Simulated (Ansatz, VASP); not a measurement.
# One calculation of HfN, two programs

Contents of INCAR:

```
SYSTEM = HfN
  PREC = Accurate
  ENCUT = 520
  EDIFF = 1E-7
  ISMEAR = 0
  SIGMA = 0.05
  LREAL = .False.
  LASPH = .True.
  NELM = 100
  ALGO = Normal
  ISIF = 2
  LWAVE = .False.
  LCHARG = .False.
  GGA = CA
  NBANDS = 14
```

The input KPOINTS:

```
regular mesh
0
Gamma
  10 10 10
  0 0 0
```

POSCAR

```
HfN
1.0
    0.0000000000      2.2590026142      2.2590026142
    2.2590026142      0.0000000000      2.2590026142
    2.2590026142      2.2590026142      0.0000000000
Hf N
1 1
Direct
    0.5000000000      0.5000000000      0.5000000000
    0.0000000000      0.0000000000      0.0000000000
```

Input for Ansatz:

```yaml
crystal:
  lattice:
    - [0.0, 2.2590026142, 2.2590026142]
    - [2.2590026142, 0.0, 2.2590026142]
    - [2.2590026142, 2.2590026142, 0.0]
  atoms:
    - { symbol: Hf, position: [0.5, 0.5, 0.5] }
    - { symbol: "N", position: [0.0, 0.0, 0.0] }
basis:
  ecutwfc: 420
  ecutrho_ratio: 4
kpoints:
  mp_grid: { grid: [10, 10, 10] }
hamiltonian:
  xc: lda
scf:
  occupations: { method: gaussian, width: 0.05 }
output:
  forces: true
  stress: true
  eigenvalues: true
```

Alike in both runs: task single point; functional LDA; k mesh 10 × 10 × 10; occupations gaussian, width 0.05 eV; no spin polarisation.

|  | VASP | Ansatz |
| --- | --- | --- |
| version | VASP 6.6.1 | Ansatz 0.2.0 |
| potentials or method | VASP PAW LDA potentials, release 64 (Hf_pv, N), cutoff 520 eV | scalar-relativistic, plane waves, PAW |
| valence electrons in the cell | 15 | 31 |

```tsv
	VASP	Ansatz	Ansatz less VASP
gap on the k mesh at the Fermi level (eV)	none	none	-
pressure (GPa)	-10.6	-9.4	+1.23
```

LDA's correlation is that of Perdew and Zunger in VASP and of Perdew and Wang (1992) in Ansatz. A gap of «none» marks a metal or a gap that the smearing closes. VASP's potentials hold 15 valence electrons a cell and Ansatz's 31, so a difference there can come from the potentials and not from the codes.

Spin-orbit coupling is off throughout.
